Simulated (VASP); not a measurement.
Here is a VASP 6.6.1 calculation.

Contents of INCAR:

```
  PREC = Accurate
  ENCUT = 520
  EDIFF = 1E-7
  ISMEAR = -1
  SIGMA = 0.05
  LREAL = False
  LASPH = True
  NELM = 80
  ALGO = Normal
  ISIF = 2
  LWAVE = False
  LCHARG = False
  GGA = PE
  IVDW = 13
  NBANDS = 36
```

File KPOINTS:

```
regular mesh
0
Gamma
  10 10 2
```

The input POSCAR:

```
SiC
1.0
    3.0742275620      0.0000000000      0.0000000000
   -1.5371137810      2.6623591657      0.0000000000
    0.0000000000      0.0000000000     15.0681848517
Si C
6 6
Direct
    0.6666666667      0.3333333333      0.4583000000
    0.3333333333      0.6666666667      0.9583000000
    0.6666666667      0.3333333333      0.7917000000
    0.3333333333      0.6666666667      0.2917000000
    0.0000000000      0.0000000000      0.6250000000
    0.0000000000      0.0000000000      0.1250000000
    0.6666666667      0.3333333333      0.3333000000
    0.3333333333      0.6666666667      0.8333000000
    0.6666666667      0.3333333333      0.6667000000
    0.3333333333      0.6666666667      0.1667000000
    0.0000000000      0.0000000000      0.5000000000
    0.0000000000      0.0000000000      0.0000000000
```

Potentials or basis: VASP PAW PBE potentials, release 64 (Si, C).

Run with:

```sh
$ cat potpaw_PBE.64/Si/POTCAR potpaw_PBE.64/C/POTCAR > POTCAR
$ mpirun -np 1 vasp_std > vasp.out
```

(1) Predict the largest force.

(2) Predict the pressure.

(3) Predict the band gap on the k mesh.

(4) Predict the dispersion energy per atom.

## Answers

(1) 0.148 eV/Å.

(2) 0.4 GPa.

(3) 2.02 eV (least direct gap 3.12 eV).

(4) -0.331 eV.
